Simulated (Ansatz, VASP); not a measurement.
**One calculation of WS2, two programs**

File INCAR:

```
PREC = Accurate ; ENCUT = 520
EDIFF = 1E-8 ; ISMEAR = -1
SIGMA = 0.08 ; LREAL = False
LASPH = True ; NELM = 80
ALGO = Normal ; ISIF = 2
LWAVE = False ; LCHARG = False
GGA = PE ; LEFG = True
NBANDS = 20
```

File KPOINTS:

```
regular mesh
0
Gamma
  13 13 13
```

The input POSCAR:

```
WS2
1.0
    1.5467668421      0.8930262526      6.0375124514
   -1.5467668421      0.8930262526      6.0375124514
    0.0000000000     -1.7860525053      6.0375124514
W S
1 2
Direct
    0.0000000000      0.0000000000      0.0000000000
    0.7503000000      0.7503000000      0.7503000000
    0.5810000000      0.5810000000      0.5810000000
```

Input for Ansatz:

```yaml
crystal:
  lattice:
    - [1.5467668421, 0.8930262526, 6.0375124514]
    - [-1.5467668421, 0.8930262526, 6.0375124514]
    - [0.0, -1.7860525053, 6.0375124514]
  atoms:
    - { symbol: W, position: [0.0, 0.0, 0.0] }
    - { symbol: S, position: [0.7503, 0.7503, 0.7503] }
    - { symbol: S, position: [0.581, 0.581, 0.581] }
kpoints:
  mp_grid: { grid: [13, 13, 13] }
scf:
  occupations: { method: fermi_dirac, width: 0.08 }
hamiltonian:
  xc: pbe
  pseudopotentials: { kind: all_electron, datasets: crystal }
output:
  forces: true
  stress: true
  eigenvalues: true
  efg: { contact_densities: true }
```

Change from the starting cell: volume scaled by 0.94, crystal datasets.

Alike in both runs: task electric field gradients; functional PBE; k mesh 13 × 13 × 13; occupations fermi-dirac, width 0.08 eV; no spin polarisation.

```csv
,VASP,Ansatz
version,VASP 6.6.1,Ansatz 0.2.0
potentials or method,"VASP PAW PBE potentials, release 64 (W_sv, S), cutoff 520 eV","all-electron PAW with datasets made for the crystal, scalar-relativistic"
```

```csv
,VASP,Ansatz,Ansatz less VASP
pressure (GPa),17.0,17.0,+0.05
"traceless stress, the component that is largest in VASP (GPa)",1.03,1.02,-0.007
rms of the force components (eV/Å),0.726,0.725,-0.0013
size of Vzz on the site where it differs most (V/Å²),166.5,181.9,+15.43
```

Atom by atom the forces differ by 0.001 eV/Å (rms over components). Ansatz ran all-electron here, and VASP with PAW potentials.

Neither program's run includes spin-orbit coupling.
